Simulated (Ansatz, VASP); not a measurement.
**One calculation of Cu, two programs**

```xyz
2
Lattice="1.2185 -3.9764 0.0000 1.2185 3.9764 0.0000 0.0000 0.0000 2.4755" Properties=species:S:1:pos:R:3 pbc="T T T"
Cu    1.2185   -2.9118    1.8566
Cu    1.2185    2.9118    0.6189
```

Alike in both runs: functional PBE; k mesh 11 × 11 × 11; occupations fermi-dirac, width 0.05 eV; no spin polarisation; Hubbard terms Cu d U = 8.0 eV.

```csv
,VASP,Ansatz
version,VASP 6.6.1,Ansatz 0.2.0
potentials or method,"VASP PAW PBE potentials, release 64 (Cu), cutoff 520 eV","all-electron LAPW, scalar-relativistic"
task,single point,density of states
```

Ansatz gave:

```
gap on the k mesh at the Fermi level (eV)                     : none
pressure (GPa)                                                : 10.2
traceless stress, the component that is largest in VASP (GPa) : -1.03
rms of the force components (eV/Å)                            : 0.030
```

**Question.** What did VASP give for the same quantities?

**Answer.** gap on the k mesh at the Fermi level (eV): none; pressure (GPa): 3.0; traceless stress, the component that is largest in VASP (GPa): -0.81; rms of the force components (eV/Å): 0.005.

The programs project onto different local orbitals, so the same U acts differently, and such runs can settle in different states. Atom by atom the forces differ by 0.025 eV/Å (rms over components). A gap of «none» marks a metal or a gap that the smearing closes. Ansatz ran all-electron here, and VASP with PAW potentials.

Noted on Ansatz's run: U is the effective U less J, on atomic orbitals that reach past the spheres.
